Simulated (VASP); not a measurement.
# Al in VASP: a series of runs

The runs below take Al through single point, with PBE+D3(BJ).

All numbers are computed with VASP 6.6.1; they aren't measurements. Logs are shortened: lines on timing, memory, paths and dates and some standing lists are left out, and cuts for length are marked.

## (1) The cell of the first run

It takes space group Fm-3m (No. 225, cubic). Conventional cell: a = 4.301 Å, b = 4.301 Å, c = 4.301 Å, α = 90.00°, β = 90.00°, γ = 90.00°. Within 4.0 Å of Al (site symmetry m-3m) lie 12 Al at 3.04 Å.

## (2) Single point, PBE+D3(BJ) (strain +0.080 along x and y, +0.080 along z)

The input, INCAR:

```
SYSTEM = Al
PREC = Accurate
ENCUT = 520
EDIFF = 1E-7
ISMEAR = 0
SIGMA = 0.15
LREAL = .FALSE.
LASPH = .TRUE.
NELM = 80
ALGO = Fast
ISIF = 2
LWAVE = .FALSE.
LCHARG = .FALSE.
GGA = PE
IVDW = 12
NBANDS = 8
```

The input, KPOINTS:

```
Automatic mesh
0
G
  26 26 26
  0 0 0
```

The input, POSCAR:

```
Al
1.0
    0.0000000000      2.1506718558      2.1506718558
    2.1506718558      0.0000000000      2.1506718558
    2.1506718558      2.1506718558      0.0000000000
Al
1
Direct
    0.0000000000      0.0000000000      0.0000000000
```

Potentials or basis: VASP PAW PBE potentials, release 64 (Al).

On the command line:

```
> cat potpaw_PBE.64/Al/POTCAR > POTCAR
> mpirun -np 1 vasp_std > vasp.out
```

OUTCAR:

```text
SYSTEM = Al
   PREC = Accurate
   ENCUT = 520
   EDIFF = 1E-7
   ISMEAR = 0
   LREAL = .FALSE.
   LASPH = .TRUE.
   NELM = 80
   ISIF = 2
   GGA = PE
   IVDW = 12
 IVDW          = 12

 ion  position               nearest neighbor table
   1  0.000  0.000  0.000-

  LATTYP: Found a face centered cubic cell.
 ALAT       =     4.3013437116

  Lattice vectors:

 A1 = (   0.0000000000,   2.1506718558,   2.1506718558)
 A2 = (   2.1506718558,   0.0000000000,   2.1506718558)
 A3 = (   2.1506718558,   2.1506718558,   0.0000000000)

Analysis of symmetry for initial positions (statically):
=====================================================================
 Subroutine PRICEL returns:
 Original cell was already a primitive cell.

 Routine SETGRP: Setting up the symmetry group for a
 face centered cubic supercell.

 Subroutine GETGRP returns: Found 48 space group operations
 (whereof 48 operations were pure point group operations)
 out of a pool of 48 trial point group operations.

The static configuration has the point symmetry O_h .

Analysis of symmetry for dynamics (positions and initial velocities):
=====================================================================
 Subroutine PRICEL returns:
 Original cell was already a primitive cell.

 Routine SETGRP: Setting up the symmetry group for a
 face centered cubic supercell.

 Subroutine GETGRP returns: Found 48 space group operations
 (whereof 48 operations were pure point group operations)
 out of a pool of 48 trial point group operations.

The dynamic configuration has the point symmetry O_h .

 Subroutine INISYM returns: Found 48 space group operations
 (whereof 48 operations are pure point group operations),
 and found     1 'primitive' translations

----------------------------------------------------------------------------------------

                                     Primitive cell

  volume of cell :      19.8954

  direct lattice vectors                    reciprocal lattice vectors
     0.000000000  2.150671856  2.150671856    -0.232485490  0.232485490  0.232485490
     2.150671856  0.000000000  2.150671856     0.232485490 -0.232485490  0.232485490
     2.150671856  2.150671856  0.000000000     0.232485490  0.232485490 -0.232485490

  length of vectors
     3.041509307  3.041509307  3.041509307     0.402676681  0.402676681  0.402676681

  position of ions in fractional coordinates (direct lattice)
     0.000000000  0.000000000  0.000000000

  ion indices of the primitive-cell ions
   primitive index   ion index
                 1           1

----------------------------------------------------------------------------------------

 KPOINTS: Automatic mesh

Automatic generation of k-mesh.
 Grid dimensions read from file:
 generate k-points for:   26   26   26

 Generating k-lattice:

  Cartesian coordinates                     Fractional coordinates (reciprocal lattice)
    -0.008941750  0.008941750  0.008941750     0.038461538  0.000000000  0.000000000
     0.008941750 -0.008941750  0.008941750     0.000000000  0.038461538  0.000000000
     0.008941750  0.008941750 -0.008941750     0.000000000  0.000000000  0.038461538

  Length of vectors
     0.015487565  0.015487565  0.015487565

  Shift w.r.t. Gamma in fractional coordinates (k-lattice)
     0.000000000  0.000000000  0.000000000

 Subroutine IBZKPT returns following result:
 ===========================================

 Found    511 irreducible k-points:

 Following reciprocal coordinates:
            Coordinates               Weight
  0.000000  0.000000  0.000000      1.000000
  0.038462  0.000000  0.000000      8.000000
  0.076923  0.000000  0.000000      8.000000
  0.115385  0.000000  0.000000      8.000000
  0.153846  0.000000  0.000000      8.000000
  0.192308  0.000000  0.000000      8.000000
[... 16 lines left out ...]
  0.346154  0.038462  0.000000     24.000000
  0.384615  0.038462  0.000000     24.000000
 [... further k-points ...]
   k-points           NKPTS =    511   k-points in BZ     NKDIM =    511   number of bands    NBANDS=      8
   number of dos      NEDOS =    301   number of ions     NIONS =      1
   total plane-waves  NPLWV =  13824
   dimension x,y,z NGX =    24 NGY =   24 NGZ =   24
   dimension x,y,z NGXF=    48 NGYF=   48 NGZF=   48
   ions per type =               1
   NGX,Y,Z   is equivalent  to a cutoff of  13.12, 13.12, 13.12 a.u.
   NGXF,Y,Z  is equivalent  to a cutoff of  26.24, 26.24, 26.24 a.u.
 SYSTEM =  Al
   PREC   = accura    normal or accurate (medium, high low for compatibility)
   ISTART =      0    job   : 0-new  1-cont  2-samecut
   ICHARG =      2    charge: 1-file 2-atom 10-const
   ISPIN  =      1    spin polarized calculation?
   LNONCOLLINEAR =      F non collinear calculations
   LSORBIT =      F    spin-orbit coupling
   LASPH  =      T    aspherical Exc in radial PAW
   ENCUT  =  520.0 eV  38.22 Ry    6.18 a.u.   5.66  5.66  5.66*2*pi/ulx,y,z
   NELM   =     80;   NELMIN=  2; NELMDL= -5     # of ELM steps
   EDIFF  = 0.1E-06   stopping-criterion for ELM
   LREAL  =      F    real-space projection
   EDIFFG = 0.1E-05   stopping-criterion for IOM
   NSW    =      0    number of steps for IOM
   IBRION =     -1    ionic relax: 0-MD 1-quasi-New 2-CG
   NFREE  =      0    steps in history (QN), initial steepest desc. (CG)
   ISIF   =      2    stress and relaxation
   ISYM   =      2    0-nonsym 1-usesym 2-fastsym
   POTIM  = 0.5000    time-step for ionic-motion
   TEBEG  =    0.0;   TEEND  =   0.0 temperature during run
   PSTRESS=    0.0 pullay stress
   NELECT =       3.0000    total number of electrons
   NUPDOWN=      -1.0000    fix difference up-down
   EMIN   =  10.00;   EMAX   =-10.00  energy-range for DOS
   EFERMI =   0.00;   METHOD = LEGACY
   ISMEAR =     0;   SIGMA  =   0.15  broadening in eV -4-tet -1-fermi 0-gaus
   EFERMI_NEDOS =   21; number of points for ismear=-14 and -15
   IALGO  =     68    algorithm
   IMIX   =      4    mixing-type and parameters
     AMIX     =   0.40;   BMIX     =  1.00
     AMIX_MAG =   1.60;   BMIX_MAG =  1.00
  volume/ion in A,a.u.               =      19.90       134.26
  Fermi-wavevector in a.u.,A,eV,Ry     =   0.871360  1.646632 10.330479  0.759269
  Thomas-Fermi vector in A             =   1.990457
   LORBIT       =      0    0 simple, 1 ext, 2 COOP (PROOUT), +10 PAW based schemes
   GGA     = PE    functional components
   LHFCALC =     F    Hartree Fock is set to
   AEXX    =    0.0000 exact exchange contribution
   IVDW    =    12    specifies the selected vdW correction
   LEPSILON=     F    determine dielectric tensor
   LRPA    =     F    only Hartree local field effects (RPA)
 non-spin polarized calculation
 RMM-DIIS sequential band-by-band and
 Gauss-broadening in eV      SIGMA  =   0.15
  energy-cutoff  :      520.00
  volume of cell :       19.90
 maximum number of plane-waves:       548
   NGX = 11   NGY = 11   NGZ = 11

 number of electron       3.0000000 magnetization

 Free energy of the ion-electron system (eV)
  ---------------------------------------------------
  ext. energy  EPLUGINS =         0.00000000
  ---------------------------------------------------
  free energy    TOTEN  =        -3.63001445 eV

  energy without entropy =       -3.62518078  energy(sigma->0) =       -3.62759762

 E-fermi :   6.1678     XC(G=0):  -9.5370

 val. band max:        6.1663236539   @ k =  -0.2692   0.5000   0.2308
 cond. band min:       6.1790819759   @ k =  -0.3846   0.4231   0.1154
 fundamental gap:      0.0127583220
 Fermi energy:         6.1677669390

 k-point     1 :       0.0000    0.0000    0.0000
  band No.  band energies     occupation
      1      -3.7243      2.00000
      2      17.8147      0.00000
      3      17.8147      0.00000
      4      17.8147      0.00000
      5      18.0084      0.00000
      6      18.0084      0.00000
      7      18.0084      0.00000
      8      21.3584      0.00000

 k-point     2 :       0.0385    0.0000    0.0000
  band No.  band energies     occupation
      1      -3.6889      2.00000
      2      16.7074      0.00000
      3      17.4092      0.00000
      4      17.4092      0.00000
      5      18.4648      0.00000
      6      18.4648      0.00000
      7      18.7331      0.00000
      8      21.7133      0.00000

 k-point     3 :       0.0769    0.0000    0.0000
  band No.  band energies     occupation
      1      -3.5824      2.00000
      2      15.3541      0.00000
      3      16.9763      0.00000
      4      16.9763      0.00000
      5      19.0432      0.00000
      6      19.0432      0.00000
      7      19.0612      0.00000
      8      22.6570      0.00000

 k-point     4 :       0.1154    0.0000    0.0000
  band No.  band energies     occupation
      1      -3.4053      2.00000
      2      13.9585      0.00000
      3      16.5988      0.00000
      4      16.5988      0.00000
      5      19.1071      0.00000
      6      19.6259      0.00000
      7      19.6259      0.00000
      8      22.3661      0.00000

 k-point     5 :       0.1538    0.0000    0.0000
  band No.  band energies     occupation
      1      -3.1575      2.00000
      2      12.5694      0.00000
      3      16.2799      0.00000
      4      16.2799      0.00000
      5      19.0454      0.00000
      6      20.0699      0.00000
      7      20.0699      0.00000
      8      21.9229      0.00000
[... 177 lines left out ...]
 k-point    22 :       0.3077    0.0385    0.0000
  band No.  band energies     occupation
      1      -1.6206      2.00000
      2       7.8270      0.00000
      3      14.9595      0.00000
      4      15.9102      0.00000
      5      17.7625      0.00000
      6      19.2105      0.00000
      7      19.3427      0.00000
      8      22.4188      0.00000

 k-point    23 :       0.3462    0.0385    0.0000
  band No.  band energies     occupation
      1      -1.0496      2.00000
      2       6.6449      0.00001
      3      14.9235      0.00000
      4      15.8310      0.00000
      5      17.2727      0.00000
      6      18.8189      0.00000
      7      19.2166      0.00000
      8      21.9495      0.00000

 k-point    24 :       0.3846    0.0385    0.0000
  band No.  band energies     occupation
      1      -0.4112      2.00000
      2       5.5201      2.00000
      3      14.9465      0.00000
      4      15.7628      0.00000
      5      16.8813      0.00000
      6      18.3432      0.00000
      7      19.2684      0.00000
      8      21.4677      0.00000

 [... further k-points ...]

------------------------ aborting loop because EDIFF is reached ----------------------------------------

 Edisp (eV)   -0.27726

 E8    (eV) :    -0.1238

  FORCE on cell =-STRESS in cart. coord.  units (eV):
  Direction    XX          YY          ZZ          XY          YZ          ZX
  --------------------------------------------------------------------------------------
  -------------------------------------------------------------------------------------
  Total      -1.44098    -1.44098    -1.44098     0.00000     0.00000     0.00000
  in kB    -116.04257  -116.04257  -116.04257     0.00000     0.00000     0.00000
  external pressure =     -116.04 kB  Pullay stress =        0.00 kB

 VOLUME and BASIS-vectors are now :
 -----------------------------------------------------------------------------
  energy-cutoff  :      520.00
  volume of cell :       19.90
      direct lattice vectors                 reciprocal lattice vectors
     0.000000000  2.150671856  2.150671856    -0.232485490  0.232485490  0.232485490
     2.150671856  0.000000000  2.150671856     0.232485490 -0.232485490  0.232485490
     2.150671856  2.150671856  0.000000000     0.232485490  0.232485490 -0.232485490

 POSITION                                       TOTAL-FORCE (eV/Angst)
 -----------------------------------------------------------------------------------
      0.00000      0.00000      0.00000         0.000000      0.000000      0.000000
 -----------------------------------------------------------------------------------
    total drift:                                0.000000     -0.000000     -0.000000

  FREE ENERGIE OF THE ION-ELECTRON SYSTEM (eV)
  ---------------------------------------------------
  free  energy   TOTEN  =        -3.9072705723 eV

  energy  without entropy=       -3.9024368979  energy(sigma->0) =       -3.90485374
```

Wall time 37 s (1 thread of AMD EPYC 9R45 (Zen 5), shared host); peak memory 0.17 GiB.

What came out:

* Free energy: -3.9073 eV
* Pressure: -11.6 GPa
* Dispersion energy per atom: -0.277 eV

Caveat: the cell differs from its parent crystal (strain +0.080 along x and y, +0.080 along z); pairwise dispersion overbinds metals, which lowers pressure and volume.

[end of part 1 of 3]
